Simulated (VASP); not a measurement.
# Al (Fmmm) in VASP: notebook

The runs below take Al through single point, with PBE.

All numbers are computed with VASP 6.6.1; they aren't measurements. Logs are shortened: lines on timing, memory, paths and dates and some standing lists are left out, and cuts for length are marked.

**1. The cell of the first run**

The structure is orthorhombic, space group Fmmm (No. 69). Conventional cell: a = 3.182 Å, b = 4.478 Å, c = 4.523 Å, α = 90.00°, β = 90.00°, γ = 90.00°. Within 3.6 Å of Al (site symmetry mmm) lie 14 Al at 2.75 to 3.18 Å.

**2. Single point, PBE (strain -0.0100 x Voigt [0, 0, 0, 1, 0, 0])**

Contents of INCAR:

```
SYSTEM = Al
PREC     = Accurate       ! precision mode
ENCUT    = 520            ! plane-wave cutoff, eV
EDIFF    = 1E-6           ! SCF threshold, eV
ISMEAR   = 0              ! smearing method
SIGMA    = 0.15           ! smearing width, eV
LREAL    = .FALSE.        ! projectors in reciprocal space
LASPH    = .TRUE.         ! aspherical terms in the spheres
NELM     = 100            ! most SCF steps
ALGO     = Normal         ! electronic algorithm
ISIF     = 2              ! what is computed and relaxed
LWAVE    = .FALSE.        ! write WAVECAR
LCHARG   = .FALSE.        ! write CHGCAR
GGA      = PE             ! functional
NBANDS   = 8              ! bands
```

Contents of KPOINTS:

```
regular mesh
0
G
  20 20 20
  0 0 0
```

Contents of POSCAR:

```
Al
1.0
   -1.5912186900      1.5832625966      1.5832625966
    1.5912186900     -1.5991747834      1.5991747834
    1.5912186900      1.5991747834     -1.5991747834
Al
1
Direct
    0.0000000000      0.0000000000      0.0000000000
```

Potentials or basis: VASP PAW PBE potentials, release 64 (Al).

The run is started by

```console
$ cat potpaw_PBE.64/Al/POTCAR > POTCAR
$ mpirun -np 1 vasp_std > vasp.out
```

OUTCAR:

```text
SYSTEM = Al
   PREC = Accurate
   ENCUT = 520
   EDIFF = 1E-6
   ISMEAR = 0
   LREAL = .FALSE.
   LASPH = .TRUE.
   NELM = 100
   ISIF = 2
   GGA = PE

 ion  position               nearest neighbor table
   1  0.000  0.000  0.000-

  LATTYP: Found a face centered orthorhombic cell.
 ALAT       =     3.1824373800
 B/A-ratio  =     1.4071424946
 C/A-ratio  =     1.4212846301

  Lattice vectors:

 A1 = (   0.0000000000,  -0.0159121868,   3.1824373800)
 A2 = (   1.5912186900,  -1.5991747834,   1.5991747834)
 A3 = (   1.5912186900,   1.5832625966,   1.5832625966)

Analysis of symmetry for initial positions (statically):
=====================================================================
 Subroutine PRICEL returns:
 Original cell was already a primitive cell.

 Routine SETGRP: Setting up the symmetry group for a
 face centered orthorhombic supercell.

 Subroutine GETGRP returns: Found  8 space group operations
 (whereof  8 operations were pure point group operations)
 out of a pool of  8 trial point group operations.

The static configuration has the point symmetry D_2h.

Analysis of symmetry for dynamics (positions and initial velocities):
=====================================================================
 Subroutine PRICEL returns:
 Original cell was already a primitive cell.

 Routine SETGRP: Setting up the symmetry group for a
 face centered orthorhombic supercell.

 Subroutine GETGRP returns: Found  8 space group operations
 (whereof  8 operations were pure point group operations)
 out of a pool of  8 trial point group operations.

The dynamic configuration has the point symmetry D_2h.

 Subroutine INISYM returns: Found  8 space group operations
 (whereof  8 operations are pure point group operations),
 and found     1 'primitive' translations

----------------------------------------------------------------------------------------

                                     Primitive cell

  volume of cell :      16.1153

  direct lattice vectors                    reciprocal lattice vectors
    -1.591218690  1.583262597  1.583262597     0.000000000  0.315803582  0.315803582
     1.591218690 -1.599174783  1.599174783     0.314224565  0.001571162  0.314232420
     1.591218690  1.599174783 -1.599174783     0.314224565  0.314232420  0.001571162

  length of vectors
     2.746892393  2.765266153  2.765266153     0.446613709  0.444388973  0.444388973

  position of ions in fractional coordinates (direct lattice)
     0.000000000  0.000000000  0.000000000

  ion indices of the primitive-cell ions
   primitive index   ion index
                 1           1

----------------------------------------------------------------------------------------

 KPOINTS: regular mesh

Automatic generation of k-mesh.
 Grid dimensions read from file:
 generate k-points for:   20   20   20

 Generating k-lattice:

  Cartesian coordinates                     Fractional coordinates (reciprocal lattice)
     0.000000000  0.015790179  0.015790179     0.050000000  0.000000000  0.000000000
     0.015711228  0.000078558  0.015711621    -0.000000000  0.050000000  0.000000000
     0.015711228  0.015711621  0.000078558    -0.000000000  0.000000000  0.050000000

  Length of vectors
     0.022330685  0.022219449  0.022219449

  Shift w.r.t. Gamma in fractional coordinates (k-lattice)
     0.000000000  0.000000000  0.000000000

 Subroutine IBZKPT returns following result:
 ===========================================

 Found   1166 irreducible k-points:

 Following reciprocal coordinates:
            Coordinates               Weight
  0.000000  0.000000  0.000000      1.000000
  0.050000  0.000000  0.000000      2.000000
  0.100000  0.000000  0.000000      2.000000
  0.150000  0.000000  0.000000      2.000000
  0.200000  0.000000  0.000000      2.000000
  0.250000  0.000000  0.000000      2.000000
[... 16 lines left out ...]
  0.050000  0.100000  0.000000      8.000000
  0.100000  0.100000  0.000000      8.000000
 [... further k-points ...]
   k-points           NKPTS =   1166   k-points in BZ     NKDIM =   1166   number of bands    NBANDS=      8
   number of dos      NEDOS =    301   number of ions     NIONS =      1
   total plane-waves  NPLWV =  11520
   dimension x,y,z NGX =    20 NGY =   24 NGZ =   24
   dimension x,y,z NGXF=    40 NGYF=   48 NGZF=   48
   ions per type =               1
   NGX,Y,Z   is equivalent  to a cutoff of  12.10, 14.43, 14.43 a.u.
   NGXF,Y,Z  is equivalent  to a cutoff of  24.21, 28.86, 28.86 a.u.
 SYSTEM =  Al
   PREC   = accura    normal or accurate (medium, high low for compatibility)
   ISTART =      0    job   : 0-new  1-cont  2-samecut
   ICHARG =      2    charge: 1-file 2-atom 10-const
   ISPIN  =      1    spin polarized calculation?
   LNONCOLLINEAR =      F non collinear calculations
   LSORBIT =      F    spin-orbit coupling
   LASPH  =      T    aspherical Exc in radial PAW
   ENCUT  =  520.0 eV  38.22 Ry    6.18 a.u.   5.11  5.14  5.14*2*pi/ulx,y,z
   NELM   =    100;   NELMIN=  2; NELMDL= -5     # of ELM steps
   EDIFF  = 0.1E-05   stopping-criterion for ELM
   LREAL  =      F    real-space projection
   EDIFFG = 0.1E-04   stopping-criterion for IOM
   NSW    =      0    number of steps for IOM
   IBRION =     -1    ionic relax: 0-MD 1-quasi-New 2-CG
   NFREE  =      0    steps in history (QN), initial steepest desc. (CG)
   ISIF   =      2    stress and relaxation
   ISYM   =      2    0-nonsym 1-usesym 2-fastsym
   POTIM  = 0.5000    time-step for ionic-motion
   TEBEG  =    0.0;   TEEND  =   0.0 temperature during run
   PSTRESS=    0.0 pullay stress
   NELECT =       3.0000    total number of electrons
   NUPDOWN=      -1.0000    fix difference up-down
   EMIN   =  10.00;   EMAX   =-10.00  energy-range for DOS
   EFERMI =   0.00;   METHOD = LEGACY
   ISMEAR =     0;   SIGMA  =   0.15  broadening in eV -4-tet -1-fermi 0-gaus
   EFERMI_NEDOS =   21; number of points for ismear=-14 and -15
   IALGO  =     38    algorithm
   IMIX   =      4    mixing-type and parameters
     AMIX     =   0.40;   BMIX     =  1.00
     AMIX_MAG =   1.60;   BMIX_MAG =  1.00
  volume/ion in A,a.u.               =      16.12       108.75
  Fermi-wavevector in a.u.,A,eV,Ry     =   0.934765  1.766449 11.888569  0.873785
  Thomas-Fermi vector in A             =   2.061603
   LORBIT       =      0    0 simple, 1 ext, 2 COOP (PROOUT), +10 PAW based schemes
   GGA     = PE    functional components
   LHFCALC =     F    Hartree Fock is set to
   AEXX    =    0.0000 exact exchange contribution
   IVDW    =     0    specifies the selected vdW correction
   LEPSILON=     F    determine dielectric tensor
   LRPA    =     F    only Hartree local field effects (RPA)
 non-spin polarized calculation
 Gauss-broadening in eV      SIGMA  =   0.15
  energy-cutoff  :      520.00
  volume of cell :       16.12
 maximum number of plane-waves:       452
   NGX = 11   NGY = 11   NGZ = 11

 number of electron       3.0000000 magnetization

 Free energy of the ion-electron system (eV)
  ---------------------------------------------------
  ext. energy  EPLUGINS =         0.00000000
  ---------------------------------------------------
  free energy    TOTEN  =        -3.64262160 eV

  energy without entropy =       -3.63749298  energy(sigma->0) =       -3.64005729

 E-fermi :   8.2607     XC(G=0): -10.2869

 val. band max:        8.2604906102   @ k =   0.2500   0.3000   0.1000
 cond. band min:       8.2610246478   @ k =   0.2500   0.3500   0.1000
 fundamental gap:      0.0005340377
 Fermi energy:         8.2607270858

 k-point     1 :       0.0000    0.0000    0.0000
  band No.  band energies     occupation
      1      -3.0452      2.00000
      2      21.5948      0.00000
      3      21.6510      0.00000
      4      21.7361      0.00000
      5      23.1639      0.00000
      6      23.3049      0.00000
      7      23.4314      0.00000
      8      24.7560      0.00000

 k-point     2 :       0.0500    0.0000    0.0000
  band No.  band energies     occupation
      1      -2.9714      2.00000
      2      20.8115      0.00000
      3      21.0402      0.00000
      4      21.4122      0.00000
      5      22.8647      0.00000
      6      23.7089      0.00000
      7      23.9825      0.00000
      8      23.9958      0.00000

 k-point     3 :       0.1000    0.0000    0.0000
  band No.  band energies     occupation
      1      -2.7501      2.00000
      2      18.9966      0.00000
      3      20.1538      0.00000
      4      20.6729      0.00000
      5      22.1583      0.00000
      6      23.1296      0.00000
      7      24.1930      0.00000
      8      24.7547      0.00000

 k-point     4 :       0.1500    0.0000    0.0000
  band No.  band energies     occupation
      1      -2.3821      2.00000
      2      16.9095      0.00000
      3      19.3118      0.00000
      4      19.8223      0.00000
      5      21.3504      0.00000
      6      22.4327      0.00000
      7      24.7340      0.00000
      8      24.9922      0.00000

 k-point     5 :       0.2000    0.0000    0.0000
  band No.  band energies     occupation
      1      -1.8685      2.00000
      2      14.8050      0.00000
      3      18.5686      0.00000
      4      19.0042      0.00000
      5      20.5855      0.00000
      6      21.8050      0.00000
      7      25.3601      0.00000
      8      25.3693      0.00000
[... 177 lines left out ...]
 k-point    22 :      -0.0000    0.1000    0.0000
  band No.  band energies     occupation
      1      -2.7530      2.00000
      2      18.8246      0.00000
      3      20.2116      0.00000
      4      20.6234      0.00000
      5      22.2154      0.00000
      6      23.2264      0.00000
      7      24.2533      0.00000
      8      24.9416      0.00000

 k-point    23 :       0.0500    0.1000    0.0000
  band No.  band energies     occupation
      1      -2.5321      2.00000
      2      17.8072      0.00000
      3      19.0321      0.00000
      4      20.0356      0.00000
      5      22.1286      0.00000
      6      22.9928      0.00000
      7      24.2723      0.00000
      8      25.3214      0.00000

 k-point    24 :       0.1000    0.1000    0.0000
  band No.  band energies     occupation
      1      -2.1646      2.00000
      2      16.7905      0.00000
      3      17.1476      0.00000
      4      19.2740      0.00000
      5      22.2940      0.00000
      6      22.4977      0.00000
      7      24.9950      0.00000
      8      25.3239      0.00000

 [... further k-points ...]

------------------------ aborting loop because EDIFF is reached ----------------------------------------

  FORCE on cell =-STRESS in cart. coord.  units (eV):
  Direction    XX          YY          ZZ          XY          YZ          ZX
  --------------------------------------------------------------------------------------
  -------------------------------------------------------------------------------------
  Total        0.3761963      0.3800847      0.3800847      0.0000000      0.0420312      0.0000000
  in kB       37.4012750     37.7878577     37.7878577      0.0000000      4.1787246      0.0000000
  external PRESSURE =      37.6589968 kB  Pullay stress =       0.0000000 kB

 VOLUME and BASIS-vectors are now :
 -----------------------------------------------------------------------------
  energy-cutoff  :      520.00
  volume of cell :       16.12
      direct lattice vectors                 reciprocal lattice vectors
    -1.591218690  1.583262597  1.583262597     0.000000000  0.315803582  0.315803582
     1.591218690 -1.599174783  1.599174783     0.314224565  0.001571162  0.314232420
     1.591218690  1.599174783 -1.599174783     0.314224565  0.314232420  0.001571162

 POSITION                                       TOTAL-FORCE (eV/Angst)
 -----------------------------------------------------------------------------------
      0.00000      0.00000      0.00000        -0.000000      0.000000      0.000000
 -----------------------------------------------------------------------------------
    total drift:                                0.000000      0.000000      0.000000

  FREE ENERGIE OF THE ION-ELECTRON SYSTEM (eV)
  ---------------------------------------------------
  free  energy   TOTEN  =        -3.6426216004 eV

  energy  without entropy=       -3.6374929784  energy(sigma->0) =       -3.64005729
```

Wall time 2.2 min (1 thread of Intel Xeon 8259CL, shared host); peak memory 0.24 GiB.

What came out:

- Free energy: -3.6426 eV
- Pressure: 3.8 GPa

Levels at points of the mesh, in eV from the Fermi level:
```
           k point  band 1  band 2  band 3  band 4
(0.00, 0.00, 0.00)  -11.31   13.33   13.39   13.48
(0.50, 0.00, 0.00)   -4.37   -3.80    8.24    8.29
(0.00, 0.50, 0.00)   -4.42   -3.90    8.31    8.33
(0.00, 0.50, 0.50)   -4.46   -3.99    8.34    8.43
(0.50, 0.50, 0.50)    1.85    1.90    1.95    2.94
```

Caveat: the cell differs from its parent crystal (strain -0.0100 x Voigt [0, 0, 0, 1, 0, 0]).

[end of part 1 of 2]
